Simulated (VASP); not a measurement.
# Ta2Ru (P-62m) in VASP: single point with PBE

Aim: the single point of Ta2Ru with PBE.

Program: VASP 6.6.1. These are calculated values, not measurements. Logs are shortened: lines on timing, memory, paths and dates and some standing lists are left out, and cuts for length are marked.

### 1 The cell of the first run

It takes space group P-62m (No. 189, hexagonal). Conventional cell: a = 7.435 Å, b = 7.435 Å, c = 2.823 Å, α = 90.00°, β = 90.00°, γ = 120.00°. Ta (site symmetry m2m) has 2 Ru at 2.42 Å and 3 Ta at 2.60 to 2.82 Å within 3.2 Å. Ta (site symmetry -62m) has 5 Ta at 2.60 to 2.82 Å within 3.4 Å. Ru (site symmetry -6) has 3 Ta at 2.42 Å and 2 Ru at 2.82 Å within 3.2 Å.

The cell was generated, and may not be a known phase.

### 2 Single point, PBE, collinear spin, ferromagnetic start

INCAR

```
SYSTEM = Ta2Ru
  PREC = Accurate
  ENCUT = 520
  EDIFF = 1E-6
  ISMEAR = 0
  SIGMA = 0.1
  LREAL = .False.
  LASPH = .True.
  NELM = 150
  ALGO = Normal
  ISIF = 2
  LWAVE = .False.
  LCHARG = .True.
  ISPIN = 2
  MAGMOM = 0 0 0 0 1 1
  LORBIT = 11
  LMAXMIX = 4
  GGA = PE
  LELF = .True.
  LVHAR = .True.
  NBANDS = 49
```

KPOINTS

```
Automatic mesh
0
Gamma
  3 3 6
  0 0 0
```

POSCAR

```
Ta2Ru
1.0
    7.4351446909      0.0000000000      0.0000000000
   -3.7175723455      6.4390241831      0.0000000000
    0.0000000000      0.0000000000      2.8232220616
Ta Ru
4 2
Direct
    0.6509584770      0.0000000000      0.5000000000
    0.0000000000      0.6509584770      0.5000000000
    0.3490415230      0.3490415230      0.5000000000
    0.0000000000      0.0000000000      0.5000000000
    0.3333333333      0.6666666667      0.5000000000
    0.6666666667      0.3333333333      0.5000000000
```

Potentials or basis: VASP PAW PBE potentials, release 64 (Ta_pv, Ru_pv).

Started as:

```bash
$ cat potpaw_PBE.64/Ta_pv/POTCAR potpaw_PBE.64/Ru_pv/POTCAR > POTCAR
$ mpirun -np 1 vasp_std > vasp.out
```

OUTCAR:

```text
SYSTEM = Ta2Ru
   PREC = Accurate
   ENCUT = 520
   EDIFF = 1E-6
   ISMEAR = 0
   LREAL = .False.
   LASPH = .True.
   NELM = 150
   ISIF = 2
   ISPIN = 2
   LORBIT = 11
   GGA = PE

 ion  position               nearest neighbor table
   1  0.651  0.000  0.500-   6 2.42   5 2.42   4 2.60
   2  0.000  0.651  0.500-   5 2.42   6 2.42   4 2.60
   3  0.349  0.349  0.500-   5 2.42   6 2.42   4 2.60
   4  0.000  0.000  0.500-   3 2.60   2 2.60   1 2.60
   5  0.333  0.667  0.500-   2 2.42   1 2.42   3 2.42
   6  0.667  0.333  0.500-   1 2.42   2 2.42   3 2.42

  LATTYP: Found a hexagonal cell.
 ALAT       =     7.4351446909
 C/A-ratio  =     0.3797131299

  Lattice vectors:

 A1 = (   7.4351446909,   0.0000000000,   0.0000000000)
 A2 = (  -3.7175723455,   6.4390241831,   0.0000000000)
 A3 = (   0.0000000000,   0.0000000000,   2.8232220616)

Analysis of symmetry for initial positions (statically):
=====================================================================
 Subroutine PRICEL returns:
 Original cell was already a primitive cell.

 Routine SETGRP: Setting up the symmetry group for a
 hexagonal supercell.

 Subroutine GETGRP returns: Found 12 space group operations
 (whereof 12 operations were pure point group operations)
 out of a pool of 24 trial point group operations.

The static configuration has the point symmetry D_3h.

Analysis of symmetry for dynamics (positions and initial velocities):
=====================================================================
 Subroutine PRICEL returns:
 Original cell was already a primitive cell.

 Routine SETGRP: Setting up the symmetry group for a
 hexagonal supercell.

 Subroutine GETGRP returns: Found 12 space group operations
 (whereof 12 operations were pure point group operations)
 out of a pool of 24 trial point group operations.

The dynamic configuration has the point symmetry D_3h.

Analysis of structural, dynamic, and magnetic symmetry:
=====================================================================
 Subroutine PRICEL returns:
 Original cell was already a primitive cell.

 Routine SETGRP: Setting up the symmetry group for a
 hexagonal supercell.

 Subroutine GETGRP returns: Found 12 space group operations
 (whereof 12 operations were pure point group operations)
 out of a pool of 24 trial point group operations.

The overall configuration has the point symmetry D_3h.

 Subroutine INISYM returns: Found 12 space group operations
 (whereof 12 operations are pure point group operations),
 and found     1 'primitive' translations

----------------------------------------------------------------------------------------

                                     Primitive cell

  volume of cell :     135.1620

  direct lattice vectors                    reciprocal lattice vectors
     7.435144691  0.000000000  0.000000000     0.134496374  0.077651518  0.000000000
    -3.717572345  6.439024183  0.000000000     0.000000000  0.155303035  0.000000000
     0.000000000  0.000000000  2.823222062     0.000000000  0.000000000  0.354205223

  length of vectors
     7.435144691  7.435144691  2.823222062     0.155303035  0.155303035  0.354205223

  position of ions in fractional coordinates (direct lattice)
     0.650958477  0.000000000  0.500000000
     1.000000000  0.650958477  0.500000000
     0.349041523  0.349041523  0.500000000
     0.000000000  0.000000000  0.500000000
     0.333333333  0.666666667  0.500000000
     0.666666667  0.333333333  0.500000000

  ion indices of the primitive-cell ions
   primitive index   ion index
                 1           1
                 2           2
                 3           3
                 4           4
                 5           5
                 6           6

----------------------------------------------------------------------------------------

 KPOINTS: Automatic mesh
[... 30 lines left out ...]
  0.333333  0.333333  0.166667      4.000000
  0.000000  0.000000  0.333333      2.000000
  0.333333  0.000000  0.333333     12.000000
  0.333333  0.333333  0.333333      4.000000
  0.000000  0.000000  0.500000      1.000000
  0.333333  0.000000  0.500000      6.000000
  0.333333  0.333333  0.500000      2.000000
   k-points           NKPTS =     12   k-points in BZ     NKDIM =     12   number of bands    NBANDS=     49
   number of dos      NEDOS =    301   number of ions     NIONS =      6
   total plane-waves  NPLWV =  75264
   dimension x,y,z NGX =    56 NGY =   56 NGZ =   24
   dimension x,y,z NGXF=   112 NGYF=  112 NGZF=   48
   ions per type =               4   2
   NGX,Y,Z   is equivalent  to a cutoff of  12.52, 12.52, 14.13 a.u.
   NGXF,Y,Z  is equivalent  to a cutoff of  25.04, 25.04, 28.26 a.u.
 SYSTEM =  Ta2Ru
   PREC   = accura    normal or accurate (medium, high low for compatibility)
   ISTART =      0    job   : 0-new  1-cont  2-samecut
   ICHARG =      2    charge: 1-file 2-atom 10-const
   ISPIN  =      2    spin polarized calculation?
   LNONCOLLINEAR =      F non collinear calculations
   LSORBIT =      F    spin-orbit coupling
   LASPH  =      T    aspherical Exc in radial PAW
   ENCUT  =  520.0 eV  38.22 Ry    6.18 a.u.  13.82 13.82  5.25*2*pi/ulx,y,z
   NELM   =    150;   NELMIN=  2; NELMDL= -5     # of ELM steps
   EDIFF  = 0.1E-05   stopping-criterion for ELM
   LREAL  =      F    real-space projection
   EDIFFG = 0.1E-04   stopping-criterion for IOM
   NSW    =      0    number of steps for IOM
   IBRION =     -1    ionic relax: 0-MD 1-quasi-New 2-CG
   NFREE  =      0    steps in history (QN), initial steepest desc. (CG)
   ISIF   =      2    stress and relaxation
   ISYM   =      2    0-nonsym 1-usesym 2-fastsym
   POTIM  = 0.5000    time-step for ionic-motion
   TEBEG  =    0.0;   TEEND  =   0.0 temperature during run
   PSTRESS=    0.0 pullay stress
   NELECT =      72.0000    total number of electrons
   NUPDOWN=      -1.0000    fix difference up-down
   EMIN   =  10.00;   EMAX   =-10.00  energy-range for DOS
   EFERMI =   0.00;   METHOD = LEGACY
   ISMEAR =     0;   SIGMA  =   0.10  broadening in eV -4-tet -1-fermi 0-gaus
   EFERMI_NEDOS =   21; number of points for ismear=-14 and -15
   IALGO  =     38    algorithm
   IMIX   =      4    mixing-type and parameters
     AMIX     =   0.40;   BMIX     =  1.00
     AMIX_MAG =   1.60;   BMIX_MAG =  1.00
  volume/ion in A,a.u.               =      22.53       152.02
  Fermi-wavevector in a.u.,A,eV,Ry     =   1.327091  2.507839 23.962193  1.761171
  Thomas-Fermi vector in A             =   2.456430
   LORBIT       =     11    0 simple, 1 ext, 2 COOP (PROOUT), +10 PAW based schemes
   GGA     = PE    functional components
   LHFCALC =     F    Hartree Fock is set to
   AEXX    =    0.0000 exact exchange contribution
   IVDW    =     0    specifies the selected vdW correction
   LEPSILON=     F    determine dielectric tensor
   LRPA    =     F    only Hartree local field effects (RPA)
 spin polarized calculation
 Gauss-broadening in eV      SIGMA  =   0.10
  energy-cutoff  :      520.00
  volume of cell :      135.16
 maximum number of plane-waves:      3666
 NGX is ok and might be reduce to    56
   NGX = 27   NGY = 27   NGZ = 11

 number of electron      71.9999996 magnetization       0.0006762

 number of electron      71.9999996 magnetization      -0.0007361

 Free energy of the ion-electron system (eV)
  ---------------------------------------------------
  ext. energy  EPLUGINS =         0.00000000
  ---------------------------------------------------
  free energy    TOTEN  =       -58.22823535 eV

  energy without entropy =      -58.19220862  energy(sigma->0) =      -58.21022199

 E-fermi :   4.3302     XC(G=0): -11.0142

 val. band max:        4.3293878321   @ k =   0.0000   0.0000   0.0000
 cond. band min:       4.3354225406   @ k =   0.0000   0.0000   0.3333
 fundamental gap:      0.0060347085
 Fermi energy:         4.3301896461

 spin component 1

 k-point     1 :       0.0000    0.0000    0.0000
  band No.  band energies     occupation
      1     -37.8673      1.00000
      2     -37.8673      1.00000
      3     -37.8201      1.00000
      4     -37.8201      1.00000
      5     -37.4071      1.00000
      6     -37.4056      1.00000
[... 601 lines left out ...]
     47       8.8196      0.00000
     48       8.8196      0.00000
 Fermi energy:         4.3301896461

 spin component 2

 k-point     1 :       0.0000    0.0000    0.0000
  band No.  band energies     occupation
      1     -37.8664      1.00000
      2     -37.8664      1.00000
      3     -37.8192      1.00000
      4     -37.8192      1.00000
      5     -37.4057      1.00000
      6     -37.4043      1.00000
[... 601 lines left out ...]
     47       8.8196      0.00000
     48       8.8196      0.00000
 [bands above 48 left out]

------------------------ aborting loop because EDIFF is reached ----------------------------------------

  FORCE on cell =-STRESS in cart. coord.  units (eV):
  Direction    XX          YY          ZZ          XY          YZ          ZX
  --------------------------------------------------------------------------------------
  -------------------------------------------------------------------------------------
  Total       -0.0069422     -0.0069422     -0.3544892      0.0000000      0.0000000      0.0000000
  in kB       -0.0822912     -0.0822912     -4.2020298      0.0000000      0.0000000      0.0000000
  external PRESSURE =      -1.4555374 kB  Pullay stress =       0.0000000 kB

 VOLUME and BASIS-vectors are now :
 -----------------------------------------------------------------------------
  energy-cutoff  :      520.00
  volume of cell :      135.16
      direct lattice vectors                 reciprocal lattice vectors
     7.435144691  0.000000000  0.000000000     0.134496374  0.077651518  0.000000000
    -3.717572345  6.439024183  0.000000000     0.000000000  0.155303035  0.000000000
     0.000000000  0.000000000  2.823222062     0.000000000  0.000000000  0.354205223

 POSITION                                       TOTAL-FORCE (eV/Angst)
 -----------------------------------------------------------------------------------
      4.83997      0.00000      1.41161         0.006228      0.000000      0.000000
     -2.41999      4.19154      1.41161        -0.003114      0.005393      0.000000
      1.29759      2.24749      1.41161        -0.003114     -0.005393      0.000000
      0.00000      0.00000      1.41161        -0.000000      0.000000      0.000000
     -0.00000      4.29268      1.41161        -0.000000     -0.000000      0.000000
      3.71757      2.14634      1.41161        -0.000000     -0.000000      0.000000
 -----------------------------------------------------------------------------------
    total drift:                                0.000000      0.000001     -0.000000

  FREE ENERGIE OF THE ION-ELECTRON SYSTEM (eV)
  ---------------------------------------------------
  free  energy   TOTEN  =       -58.2282353491 eV

  energy  without entropy=      -58.1922086210  energy(sigma->0) =      -58.21022199

 total charge

# of ion       s       p       d       tot
------------------------------------------
    1        0.427   6.092   2.472   8.992
    2        0.427   6.092   2.472   8.992
    3        0.427   6.092   2.472   8.992
    4        0.434   6.048   2.578   9.059
    5        0.434   6.150   6.252  12.836
    6        0.434   6.150   6.252  12.836
--------------------------------------------------
tot          2.583  36.624  22.498  61.705

 magnetization (x)

# of ion       s       p       d       tot
------------------------------------------
    1       -0.000  -0.000  -0.000  -0.000
    2       -0.000  -0.000  -0.000  -0.000
    3       -0.000  -0.000  -0.000  -0.000
    4       -0.000  -0.000  -0.001  -0.001
    5        0.000   0.000   0.001   0.001
    6        0.000   0.000   0.001   0.001
--------------------------------------------------
tot         -0.000  -0.000   0.001   0.000
```

Wall time 4.2 min (1 thread of Oxide Virtual Turin-like, shared host); peak memory 0.34 GiB.

What came out:

- Free energy: -58.2282 eV
- Pressure: -0.1 GPa
- Largest force: 0.006 eV/Å
- Band gap on the k mesh: zero (filled and empty bands overlap)
- Net moment: 0.00 μB per cell
- Valence electrons inside the program's atomic spheres: Ta 8.99, 9.06 (each value once); Ru 12.84

Forces on the atoms (eV/Å):
```
Ta   0.006  0.000  0.000
Ta  -0.003  0.005  0.000
Ta  -0.003 -0.005  0.000
Ta   0.000  0.000  0.000
Ru   0.000  0.000  0.000
Ru   0.000  0.000  0.000
```

Stress tensor (GPa, compression positive):
```
-0.01  0.00  0.00
 0.00 -0.01  0.00
 0.00  0.00 -0.42
```

Caveat: the k points lie up to 0.37 Å⁻¹ apart; spin-orbit coupling is left out, which moves the levels of the heavy elements.
